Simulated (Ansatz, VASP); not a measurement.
## HgTe in VASP and in Ansatz

Contents of INCAR:

```
SYSTEM = HgTe
PREC = Accurate
ENCUT = 520
EDIFF = 1E-6
ISMEAR = -1
SIGMA = 0.02
LREAL = .False.
LASPH = .True.
NELM = 60
ALGO = Normal
ISIF = 2
LWAVE = .False.
LCHARG = .False.
GGA = PE
NBANDS = 16
```

KPOINTS

```
Automatic mesh
0
Gamma
  6 6 6
  0 0 0
```

POSCAR

```
HgTe
1.0
    0.0000000000      3.2891578869      3.2891578869
    3.2891578869      0.0000000000      3.2891578869
    3.2891578869      3.2891578869      0.0000000000
Hg Te
1 1
Direct
    0.0000000000      0.0000000000      0.0000000000
    0.2500000000      0.2500000000      0.2500000000
```

Input for Ansatz:

```yaml
crystal:
  lattice:
    - [0.0, 3.2891578869, 3.2891578869]
    - [3.2891578869, 0.0, 3.2891578869]
    - [3.2891578869, 3.2891578869, 0.0]
  atoms:
    - { symbol: Hg, position: [0.0, 0.0, 0.0] }
    - { symbol: Te, position: [0.25, 0.25, 0.25] }
kpoints:
  mp_grid: { grid: [6, 6, 6] }
  band_path:
    path:
      - [[0.0, 0.0, 0.0], [-0.5, -0.5, 0.0], [-0.375, -0.375, 0.25]]
      - [[-0.375, 0.0, 0.375], [0.0, 0.0, 0.0], [0.0, 0.0, 0.5], [-0.5, -0.25, 0.25], [-0.5, -0.5, 0.0]]
    npoints: 10
hamiltonian:
  xc: pbe
scf:
  occupations: { method: fermi_dirac, width: 0.02 }
  n_extra_bands: 4
output:
  forces: true
  stress: true
  eigenvalues: true
```

Alike in both runs: task single point; functional PBE; k mesh 6 × 6 × 6; occupations fermi-dirac, width 0.02 eV; no spin polarisation.

|  | VASP | Ansatz |
| --- | --- | --- |
| version | VASP 6.6.1 | Ansatz 0.2.0 |
| potentials or method | VASP PAW PBE potentials, release 64 (Hg, Te) | plane waves, PAW |
| plane-wave cutoff (eV) | 520 | 420 |
| valence electrons in the cell | 18 | 36 |

|  | VASP | Ansatz | Ansatz less VASP |
| --- | --- | --- | --- |
| pressure (GPa) | 1.3 | 1.3 | -0.05 |

VASP's potentials hold 18 valence electrons a cell and Ansatz's 36, so a difference there can come from the potentials and not from the codes.

Spin-orbit coupling is off throughout.
